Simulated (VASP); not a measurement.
# Al17N15 (a cell with a defect) in VASP: further runs

Al17N15 (a cell with a defect) is run at these levels: LDA, PBE, r2SCAN; tasks: single point.

All numbers are computed with VASP 6.6.1; they aren't measurements. Logs are shortened: lines on timing, memory, paths and dates and some standing lists are left out, and cuts for length are marked.

**1. The cell of the first run**

The cell holds a defect, 32 atoms: a = 6.260 Å, b = 6.260 Å, c = 10.036 Å, α = 90.00°, β = 90.00°, γ = 120.00°.

**2. Single point, LDA**

Contents of INCAR:

```
SYSTEM = Al17N15
ALGO = Normal
EDIFF = 1E-6
ENCUT = 520
GGA = CA
GGA_COMPAT = .FALSE.
ISIF = 2
ISMEAR = -1
LASPH = .TRUE.
LCHARG = .FALSE.
LREAL = Auto
LWAVE = .FALSE.
NBANDS = 85
NELM = 120
PREC = Accurate
SIGMA = 0.01
```

Contents of KPOINTS:

```
Automatic mesh
0
Gamma
  1 1 1
  0.25 0.25 0.25
```

Contents of POSCAR:

```
Al17N15
1.0
    6.2604124029      0.0000000578      0.0000000000
   -3.1302062515      5.4216761502      0.0000000000
    0.0000000000      0.0000000000     10.0361163407
Al N
17 15
Direct
    0.3376608678      0.1600959651      0.2539468498
    0.1610287913      0.3396126030      0.5015065797
    0.3312269062      0.1728998879      0.7490212593
    0.1698805968      0.3296993357      1.0076345870
    0.3386089117      0.6634257451      0.2588688362
    0.1653107578      0.8569410878      0.5042080554
    0.3249704893      0.6617543351      0.7568801677
    0.1901737841      0.8410817116      0.9887939844
    0.8368440934      0.1625121350      0.2581188259
    0.6507637820      0.3426319003      0.5021671772
    0.8395390206      0.1764698339      0.7566215857
    0.6585492373      0.3095074686      0.9886417982
    0.8640899923      0.6334249679      0.1796165943
    0.6363194993      0.8620819582      0.5325221635
    0.8004581351      0.7128331734      0.3885513989
    0.8308899592      0.6724752321      0.7508265505
    0.6682386742      0.8315885412      1.0035926178
    0.3274113964      0.1799386190      0.4409253224
    0.1723886635      0.3281280397      0.1964171604
    0.3307825712      0.1693659365      0.9355967816
    0.1652796498      0.3356535942      0.6916390853
    0.3199283652      0.6807264617      0.4482398714
    0.2076098898      0.8391157825      0.1720579871
    0.3371508884      0.6573417867      0.9428629353
    0.1677958403      0.8358022649      0.6982661018
    0.8198286669      0.1790254219      0.4475434569
    0.6586691123      0.2911432775      0.1719961257
    0.8416972176      0.1621979217      0.9430175244
    0.6690245856      0.3369988802      0.6974107896
    0.6840496418      0.8173807547      0.2010280108
    0.8377224486      0.6618396654      0.9520356187
    0.6600021451      0.8412332470      0.7132501325
```

Potentials or basis: VASP PAW LDA potentials, release 64 (Al, N).

On the command line:

```bash
> cat potpaw_LDA.64/Al/POTCAR potpaw_LDA.64/N/POTCAR > POTCAR
> mpirun -np 1 vasp_std > vasp.out
```

OUTCAR:

```text
SYSTEM = Al17N15
   EDIFF = 1E-6
   ENCUT = 520
   GGA = CA
   ISIF = 2
   ISMEAR = -1
   LASPH = .TRUE.
   LREAL = Auto
   NELM = 120
   PREC = Accurate

 ion  position               nearest neighbor table
   1  0.338  0.160  0.254-  18 1.88  19 1.90  27 1.93  23 1.93   6 3.00  10 3.02   4 3.08   5 3.11
                             9 3.12   9 3.14   2 3.15   5 3.15   8 3.17  12 3.18  13 3.23  13 3.23
   2  0.161  0.340  0.502-  18 1.87  21 1.91  22 1.93  26 1.93   5 3.00   9 3.01   6 3.04  10 3.06
                             3 3.08  11 3.10   7 3.10   1 3.15  14 3.15  14 3.16  10 3.20   6 3.23
   3  0.331  0.173  0.749-  20 1.87  21 1.87  25 1.90  29 1.90  12 2.99   6 3.00   8 3.01  10 3.02
                             7 3.08   2 3.08  11 3.09   4 3.12  16 3.13  16 3.13  11 3.17   7 3.18
   4  0.170  0.330  0.008-  20 1.89  24 1.89  28 1.89  19 1.89   1 3.08  11 3.09   7 3.10   9 3.10
                             5 3.10   3 3.12  17 3.13   8 3.13  12 3.13  17 3.13   8 3.15  12 3.15
   5  0.339  0.663  0.259-  23 1.88  22 1.91  19 1.92  30 1.96  13 2.99   2 3.00  15 3.04   4 3.10
                             1 3.11   9 3.12  17 3.12   9 3.14   1 3.15   6 3.17  14 3.20   8 3.24
   6  0.165  0.857  0.504-  18 1.86  22 1.88  25 1.95  15 2.31  14 2.95   3 3.00   1 3.00   2 3.04
                            10 3.04  16 3.07   5 3.17   7 3.18  10 3.22   2 3.23  14 3.34
   7  0.325  0.662  0.757-  24 1.87  32 1.87  21 1.89  25 1.89  14 2.83   8 2.89  11 3.04   3 3.08
                             4 3.10  17 3.10   2 3.10  16 3.13  16 3.13   3 3.18   6 3.18  11 3.22
   8  0.190  0.841  0.989-  23 1.84  24 1.85  20 1.86  31 1.95  13 2.62   7 2.89  12 2.93   3 3.01
                            17 3.03  16 3.08   4 3.13   4 3.15   1 3.17   5 3.24  17 3.24  12 3.33
   9  0.837  0.163  0.258-  27 1.88  26 1.91  19 1.92  30 1.96  13 2.97  15 3.01   2 3.01   4 3.10
                             1 3.12  17 3.12   5 3.12   5 3.14   1 3.14  10 3.15  14 3.22  12 3.23
  10  0.651  0.343  0.502-  18 1.86  26 1.89  29 1.96  15 2.32  14 2.98   1 3.02   3 3.02   6 3.04
                             2 3.06  16 3.07   9 3.15  11 3.20   2 3.20   6 3.22  14 3.31
  11  0.840  0.176  0.757-  32 1.87  28 1.87  21 1.88  29 1.89  14 2.84  12 2.89   7 3.04   3 3.09
                             4 3.09   2 3.10  17 3.10  16 3.13  16 3.13   3 3.17  10 3.20   7 3.22
  12  0.659  0.310  0.989-  27 1.84  28 1.85  20 1.86  31 1.95  13 2.61  11 2.89   8 2.93   3 2.99
                            17 3.03  16 3.09   4 3.13   4 3.15   1 3.18   9 3.23  17 3.24   8 3.33
  13  0.864  0.633  0.180-  27 1.87  23 1.88  30 1.99  15 2.24  31 2.30  12 2.61   8 2.62  17 2.77
                             9 2.97   5 2.99   1 3.23   1 3.23
  14  0.636  0.862  0.533-  32 1.83  22 1.92  26 1.92  15 2.23   7 2.83  11 2.84   6 2.95  10 2.98
                            16 3.02   2 3.15   2 3.16   5 3.20   9 3.22  10 3.31   6 3.34
  15  0.800  0.713  0.389-  14 2.23  30 2.23  13 2.24   6 2.31  10 2.32   9 3.01   5 3.04
  16  0.831  0.672  0.751-  32 1.88  29 1.90  25 1.90  31 2.02  14 3.02   6 3.07  10 3.07  17 3.08
                             8 3.08  12 3.09   7 3.13   3 3.13  11 3.13   3 3.13  11 3.13   7 3.13
  17  0.668  0.832  0.004-  28 1.89  24 1.90  31 1.91  30 1.99  13 2.77  12 3.03   8 3.03  16 3.08
                             7 3.10  11 3.10   9 3.12   5 3.12   4 3.13   4 3.13   8 3.24  12 3.24
  18  0.327  0.180  0.441-  10 1.86   6 1.86   2 1.87   1 1.88
  19  0.172  0.328  0.196-   4 1.89   1 1.90   9 1.92   5 1.92
  20  0.331  0.169  0.936-  12 1.86   8 1.86   3 1.87   4 1.89
  21  0.165  0.336  0.692-   3 1.87  11 1.88   7 1.89   2 1.91
[... 214 lines left out ...]
   GGA     = CA    functional components
   LHFCALC =     F    Hartree Fock is set to
   AEXX    =    0.0000 exact exchange contribution
   IVDW    =     0    specifies the selected vdW correction
   LEPSILON=     F    determine dielectric tensor
   LRPA    =     F    only Hartree local field effects (RPA)
 non-spin polarized calculation
  energy-cutoff  :      520.00
  volume of cell :      340.65
 maximum number of plane-waves:      9150
 NGX is ok and might be reduce to    48
   NGX = 23   NGY = 23   NGZ = 37

 number of electron     125.9999997 magnetization

 Free energy of the ion-electron system (eV)
  ---------------------------------------------------
  ext. energy  EPLUGINS =         0.00000000
  ---------------------------------------------------
  free energy    TOTEN  =      -248.73403690 eV

  energy without entropy =     -248.73403690  energy(sigma->0) =     -248.73403690

 E-fermi :   9.2209     XC(G=0): -11.2399

 val. band max:        8.9844204472   @ k =   0.2500   0.5000   0.2500
 cond. band min:       9.4625973881   @ k =   0.2500   0.5000   0.2500
 fundamental gap:      0.4781769408
 Fermi energy:         9.2208949146

 k-point     1 :       0.2500    0.2500    0.2500
  band No.  band energies     occupation
      1      -8.6634      2.00000
      2      -8.0932      2.00000
      3      -8.0153      2.00000
      4      -7.9625      2.00000
      5      -7.5564      2.00000
      6      -7.4225      2.00000
[... 457 lines left out ...]
     74      12.6363      0.00000
     75      12.7766      0.00000
 [bands above 75 left out]

------------------------ aborting loop because EDIFF is reached ----------------------------------------

  FORCE on cell =-STRESS in cart. coord.  units (eV):
  Direction    XX          YY          ZZ          XY          YZ          ZX
  --------------------------------------------------------------------------------------
  -------------------------------------------------------------------------------------
  Total        1.6455958      1.6922615      7.7109802      0.4659352      5.7074758     -8.7702574
  in kB        7.7398321      7.9593177     36.2675289      2.1914620     26.8443231    -41.2496928
  external PRESSURE =      17.3222263 kB  Pullay stress =       0.0000000 kB

 VOLUME and BASIS-vectors are now :
 -----------------------------------------------------------------------------
  energy-cutoff  :      520.00
  volume of cell :      340.65
      direct lattice vectors                 reciprocal lattice vectors
     6.260412403  0.000000058  0.000000000     0.159733885  0.092222403  0.000000000
    -3.130206252  5.421676150  0.000000000    -0.000000002  0.184444804  0.000000000
     0.000000000  0.000000000 10.036116341     0.000000000  0.000000000  0.099640136

 POSITION                                       TOTAL-FORCE (eV/Angst)
 -----------------------------------------------------------------------------------
      1.61276      0.86799      2.54864         0.140456     -0.060931     -0.180835
     -0.05495      1.84127      5.03318        -0.397334      0.219906     -0.009914
      1.53240      0.93741      7.51726         0.125202     -0.060146      0.079971
      0.03150      1.78752      0.07662        -0.094684      0.059656      0.022615
      0.04317      3.59688      2.59804         0.132983     -0.039162      0.133590
     -1.64749      4.64606      5.06029         0.161765     -0.072318      0.047848
[... 24 lines left out ...]
      3.17279      3.58828      9.55474         0.251609     -0.116922      0.072891
      1.49865      4.56089      7.15826        -0.174664      0.111450      0.016751
 -----------------------------------------------------------------------------------
    total drift:                               -0.002143     -0.003076      0.011467

  FREE ENERGIE OF THE ION-ELECTRON SYSTEM (eV)
  ---------------------------------------------------
  free  energy   TOTEN  =      -248.7340369016 eV

  energy  without entropy=     -248.7340369016  energy(sigma->0) =     -248.73403690
```

stdout:

```text
POSCAR found type information on POSCAR AlN
 POSCAR found :  2 types and      32 ions
 scaLAPACK will be used
 LDA part: xc-table for (Slater(with rela. corr.)+CA(PZ))
 , standard interpolation
 POSCAR, INCAR and KPOINTS ok, starting setup
 FFT: planning ... GRIDC
 FFT: planning ... GRID_SOFT
 FFT: planning ... GRID
 WAVECAR not read
 entering main loop
```

It took 9.1 min on 1 thread of Intel Xeon 8259CL, shared host; peak memory 0.39 GiB.

Results:

| Item | Value |
| --- | --- |
| Free energy | -248.7340 eV |
| Pressure | 1.7 GPa |
| Largest force | 0.502 eV/Å |
| Band gap on the k mesh | 0.48 eV |

Forces on the atoms (eV/Å):
```
Al   0.140 -0.061 -0.181
Al  -0.397  0.220 -0.010
Al   0.125 -0.060  0.080
Al  -0.095  0.060  0.023
Al   0.133 -0.039  0.134
Al   0.162 -0.072  0.048
Al   0.138 -0.052  0.003
Al  -0.121  0.084  0.035
Al   0.092 -0.089  0.155
Al   0.131 -0.088  0.048
Al   0.099 -0.100  0.023
Al  -0.138  0.069  0.063
Al   0.111 -0.069 -0.134
Al  -0.102  0.059 -0.388
Al  -0.173  0.042  0.050
Al   0.172 -0.097  0.077
Al  -0.120  0.055  0.038
N    0.375 -0.236  0.236
N   -0.201  0.102 -0.169
N    0.162 -0.103 -0.116
N   -0.111  0.110 -0.017
N    0.131 -0.073 -0.074
N   -0.337 -0.003  0.156
N    0.162 -0.034 -0.028
N   -0.236  0.103  0.008
N    0.133 -0.018 -0.049
N   -0.133  0.279  0.130
N    0.170 -0.071 -0.086
N   -0.273  0.074  0.006
N   -0.076  0.012 -0.149
N    0.252 -0.117  0.073
N   -0.175  0.111  0.017
```

Stress tensor (GPa, compression positive):
```
 0.77  0.22 -4.12
 0.22  0.80  2.68
-4.12  2.68  3.63
```

Levels at points of the mesh, in eV from the valence-band top:
```csv
k point,band 60,band 61,band 62,band 63,band 64,band 65,band 66,band 67
"(0.25, 0.25, 0.25)",-3.54,-3.10,-0.52,-0.28,0.72,1.98,2.39,2.70
```

Caveat: the k points lie up to 0.58 Å⁻¹ apart; semilocal functionals underestimate gaps, and a narrow one can read as zero.

**3. Single point, PBE**

Contents of INCAR:

```
PREC = Accurate
ENCUT = 520
EDIFF = 1E-6
ISMEAR = -1
SIGMA = 0.01
LREAL = Auto
LASPH = True
NELM = 120
ALGO = Normal
ISIF = 2
LWAVE = False
LCHARG = False
GGA = PE
NBANDS = 85
GGA_COMPAT = False
```

KPOINTS is that of step 2.

POSCAR is that of step 2.

Potentials or basis: VASP PAW PBE potentials, release 64 (Al, N).

On the command line:

```bash
> cat potpaw_PBE.64/Al/POTCAR potpaw_PBE.64/N/POTCAR > POTCAR
> mpirun -np 1 vasp_std > vasp.out
```

Run time: 9.2 min. Hardware: 1 thread of Intel Xeon 8259CL, shared host; peak memory 0.47 GiB.

Results (log left out):

* Free energy: -224.4802 eV
* Pressure: 9.2 GPa
* Largest force: 0.484 eV/Å
* Band gap on the k mesh: 0.50 eV

Forces on the atoms (eV/Å):
```
Al   0.135 -0.062 -0.137
Al  -0.391  0.212 -0.021
Al   0.122 -0.052  0.039
Al  -0.098  0.060  0.038
Al   0.131 -0.067  0.164
Al   0.053 -0.122  0.042
Al   0.114 -0.077 -0.032
Al  -0.137  0.090 -0.025
Al   0.117 -0.072  0.187
Al   0.126  0.041  0.044
Al   0.105 -0.070 -0.008
Al  -0.151  0.079  0.002
Al   0.161 -0.098 -0.124
Al  -0.057  0.033 -0.357
Al  -0.175  0.047  0.050
Al   0.167 -0.088  0.019
Al  -0.133  0.061  0.031
N    0.367 -0.226  0.221
N   -0.199  0.103 -0.172
N    0.129 -0.086 -0.107
N   -0.116  0.112 -0.017
N    0.125 -0.093 -0.087
N   -0.290  0.048  0.194
N    0.193 -0.059 -0.002
N   -0.234  0.088  0.018
N    0.145 -0.010 -0.059
N   -0.158  0.209  0.168
N    0.208 -0.086 -0.063
N   -0.260  0.078  0.010
N   -0.094  0.020 -0.142
N    0.250 -0.116  0.037
N   -0.156  0.101  0.087
```

Stress tensor (GPa, compression positive):
```
 8.21  0.16 -4.15
 0.16  8.17  2.71
-4.15  2.71 11.14
```

Levels at points of the mesh, in eV from the valence-band top:
```csv
k point,band 60,band 61,band 62,band 63,band 64,band 65,band 66,band 67
"(0.25, 0.25, 0.25)",-3.51,-3.09,-0.52,-0.29,0.74,2.10,2.47,2.79
```

Caveat: the k points lie up to 0.58 Å⁻¹ apart; semilocal functionals underestimate gaps, and a narrow one can read as zero.

(Part 1 of 2 ends here.)
